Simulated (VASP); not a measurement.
Crystal: CoSi (CsCl type).

```
Co Si
1.0
     2.71442    0.00000    0.00000
     0.00000    2.71442    0.00000
     0.00000    0.00000    2.71442
Co Si
1 1
Direct
  0.00000 0.00000 0.00000
  0.50000 0.50000 0.50000
```

| Property | Result |
| --- | --- |
| Program | VASP 6.6.1 |
| Task | relaxation of cell and atoms |
| Functional | r2SCAN |
| Potentials or basis | VASP PAW PBE potentials, release 64 (Co, Si) |
| Cutoff | 600 eV |
| k mesh | 14 × 14 × 14 |
| Occupations | fermi-dirac, width 0.05 eV |
| Spin | collinear spin, ferromagnetic start |
| Starting moments | [1.7, 0.0] μB |

At the start: pressure 12.9 GPa; volume 10.00 Å³/atom.

Q: How do energy, volume and symmetry change on relaxing?

A: Over 3 steps the energy falls by 21.0 meV/atom and the volume is 10.54 Å³/atom (+5.4 %); space group Pm-3m (No. 221, to 0.1 Å) before and after; moment 0.90 μB per cell.

Step by step:
```csv
step,energy change (eV),largest force (eV/Å),pressure (GPa),volume (Å³)
1,0.0000,0.0000,12.92,20.00
2,0.0121,0.0000,-12.06,22.43
3,-0.0421,0.0000,-0.03,21.09
```

Final structure:
```cif
data_structure
_symmetry_space_group_name_H-M 'P 1'
_symmetry_Int_Tables_number 1
_cell_length_a 2.7628
_cell_length_b 2.7628
_cell_length_c 2.7628
_cell_angle_alpha 90.000
_cell_angle_beta 90.000
_cell_angle_gamma 90.000
_cell_volume 21.09
loop_
_atom_site_label
_atom_site_type_symbol
_atom_site_fract_x
_atom_site_fract_y
_atom_site_fract_z
_atom_site_occupancy
Co1 Co 0.00000 0.00000 0.00000 1
Si1 Si 0.50000 0.50000 0.50000 1
```

Caveat: the PAW data sets were made with another functional, which shifts forces and pressure a little.
